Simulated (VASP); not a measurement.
# SiO2: single point with PBE

The system is SiO2.

```
Si O
1.0
    -2.51315    2.51315    3.68587
     2.51315   -2.51315    3.68587
     2.51315    2.51315   -3.68587
Si O
2 4
Direct
  0.00000 0.00000 0.00000
  0.75000 0.25000 0.50000
  0.37500 0.21748 0.34248
  0.96748 0.62500 0.84248
  0.78252 0.12500 0.15752
  0.87500 0.03252 0.65752
```

- Program: VASP 6.6.1
- Task: single point
- Functional: PBE
- Potentials or basis: VASP PAW PBE potentials, release 64 (Si, O)
- Cutoff: 520 eV
- k mesh: 6 × 6 × 6
- Occupations: gaussian, width 0.02 eV
- Spin: no spin polarisation
- Dipole correction: no
- Further INCAR settings: ALGO = Normal; EDIFF = 1e-06; NBANDS = 25

| Item | Value |
| --- | --- |
| Pressure | 0.1 GPa |
| Largest force | 0.007 eV/Å |
| Band gap on the k mesh | 5.74 eV, direct |

Forces on the atoms (eV/Å):
```
Si   0.000  0.000  0.000
Si   0.000  0.000  0.000
O   -0.007  0.000  0.000
O    0.000 -0.007  0.000
O    0.000  0.007  0.000
O    0.007  0.000  0.000
```

Levels at points of the mesh, in eV from the valence-band top:
```tsv
k point	band 14	band 15	band 16	band 17	band 18	band 19
(0.00, 0.00, 0.00)	-0.65	0.00	0.00	5.74	8.71	10.23
(0.50, 0.00, 0.00)	-0.79	-0.51	-0.13	7.93	8.83	9.58
(0.50, 0.50, 0.00)	-0.97	-0.35	-0.35	8.91	8.91	10.02
(0.50, 0.50, 0.50)	-1.43	-0.34	-0.34	8.73	8.73	10.18
```

It took 87 s on 1 thread of AMD EPYC 7R43 64-Core Processor (Zen 3) (shared host), peak memory 0.2 GiB.

A k mesh can miss the band edges.
